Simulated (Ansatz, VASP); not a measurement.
**CaF2 in VASP and in Ansatz**

```
Ca F
1.0
     0.00000    2.70651    2.70651
     2.70651    0.00000    2.70651
     2.70651    2.70651    0.00000
Ca F
1 2
Direct
  0.00000 0.00000 0.00000
  0.25000 0.25000 0.25000
  0.75000 0.75000 0.75000
```

Alike in both runs: task single point; functional PBEsol; k mesh 6 × 6 × 6; occupations fermi-dirac, width 0.02 eV; no spin polarisation.

```csv
,VASP,Ansatz
version,VASP 6.6.1,Ansatz 0.2.0
potentials or method,"VASP PAW PBE potentials, release 64 (Ca_sv, F), cutoff 600 eV","plane waves, PAW"
valence electrons in the cell,24,24
```

Ansatz gave:

| Item | Value |
| --- | --- |
| pressure (GPa) | 0.4 |

**Question.** Estimate VASP's values.

**Answer.** Pressure (GPa): 0.7.

VASP's potentials were made for PBE, not for PBEsol.
